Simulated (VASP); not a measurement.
A run of VASP 6.6.1 is set up as follows.

File POSCAR:

```
AlNi
1.0
    2.8420627945      0.0000000000      0.0000000000
    0.0000000000      2.8420627945      0.0000000000
    0.0000000000      0.0000000000      2.8420627945
Ni Al
1 1
Direct
    0.5000000000      0.5000000000      0.5000000000
    0.0000000000      0.0000000000      0.0000000000
```

The input INCAR.step1:

```
PREC     = Accurate       # precision mode
ENCUT    = 520            # plane-wave cutoff, eV
ISMEAR   = -1             # smearing method
SIGMA    = 0.05           # smearing width, eV
LREAL    = False          # projectors in reciprocal space
LASPH    = True           # aspherical terms in the spheres
NELM     = 150            # most SCF steps
ISPIN    = 2              # spin polarisation
MAGMOM   = 1 0            # initial moments
LMAXMIX  = 4              # l up to which the mixer works
NBANDS   = 18             # bands
GGA      = PE             # functional
ALGO     = Normal         # electronic algorithm
EDIFF    = 1E-4           # SCF threshold, eV
LWAVE    = True           # write WAVECAR
LCHARG   = False          # write CHGCAR
```

The input INCAR.step2:

```
PREC     = Accurate       # precision mode
ENCUT    = 520            # plane-wave cutoff, eV
EDIFF    = 1E-6           # SCF threshold, eV
ISMEAR   = -1             # smearing method
SIGMA    = 0.05           # smearing width, eV
LREAL    = False          # projectors in reciprocal space
LASPH    = True           # aspherical terms in the spheres
NELM     = 150            # most SCF steps
ALGO     = Normal         # electronic algorithm
ISIF     = 2              # what is computed and relaxed
LWAVE    = False          # write WAVECAR
LCHARG   = False          # write CHGCAR
ISPIN    = 2              # spin polarisation
MAGMOM   = 1 0            # initial moments
LORBIT   = 11             # projections on sites
LMAXMIX  = 4              # l up to which the mixer works
METAGGA  = R2SCAN         # meta-GGA
LMIXTAU  = True         
NBANDS   = 18             # bands
ISTART   = 1
```

File KPOINTS:

```
Automatic mesh
0
Gamma
  9 9 9
```

Potentials or basis: VASP PAW PBE potentials, release 64 (Ni, Al).

Launch:

```bash
$ cat potpaw_PBE.64/Ni/POTCAR potpaw_PBE.64/Al/POTCAR > POTCAR
$ cp INCAR.step1 INCAR
$ mpirun -np 1 vasp_std > vasp.out
$ cp INCAR.step2 INCAR
$ mpirun -np 1 vasp_std > vasp.out
```

(1) Estimate the net moment.

(2) What does it give for the pressure?

## Answers

(1) 0.00 μB per cell.

(2) 3.8 GPa.

Caveat: the PAW data sets were made with another functional, which shifts forces and pressure a little.
